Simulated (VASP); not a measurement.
Crystal: AlN.

```
Al N
1.0
     3.12859    0.00000    0.00000
    -1.56429    2.70944    0.00000
     0.00000    0.00000    5.01696
Al N
2 2
Direct
  0.66667 0.33333 0.49929
  0.33333 0.66667 0.99929
  0.66667 0.33333 0.88071
  0.33333 0.66667 0.38071
```

```yaml
Program: VASP 6.6.1
Task: relaxation of cell and atoms
Functional: LDA
Potentials_or_basis: VASP PAW LDA potentials, release 64 (Al, N)
Cutoff: 600 eV
k_mesh: 12 × 12 × 6
Occupations: gaussian, width 0.02 eV
Spin: no spin polarisation
```

At the start: pressure -7.4 GPa; volume 10.63 Å³/atom.

Question: How do energy, volume and symmetry change on relaxing?

Answer: Over 8 steps the energy falls by 9.5 meV/atom and the volume is 10.24 Å³/atom (-3.7 %); space group P6_3mc (No. 186, to 0.1 Å) before and after.

Step by step:
```
step  energy change (eV)  largest force (eV/Å)  pressure (GPa)  volume (Å³)
   1              0.0000                0.0034           -7.44        42.53
   2             -0.0050                0.0240            7.78        39.56
   3             -0.0378                0.0106           -0.04        40.96
   4             -0.0378                0.0109            0.11        40.93
   5             -0.0379                0.0149            0.12        40.92
   6             -0.0379                0.0169            0.12        40.92
   7             -0.0379                0.0085           -0.12        40.96
   8             -0.0379                0.0016           -0.02        40.95
```

Final structure:
```
Al N
1.0
     3.09119    0.00000    0.00000
    -1.54560    2.67705    0.00000
     0.00000    0.00000    4.94803
Al N
2 2
Direct
  0.66667 0.33333 0.49904
  0.33333 0.66667 0.99904
  0.66667 0.33333 0.88096
  0.33333 0.66667 0.38096
```
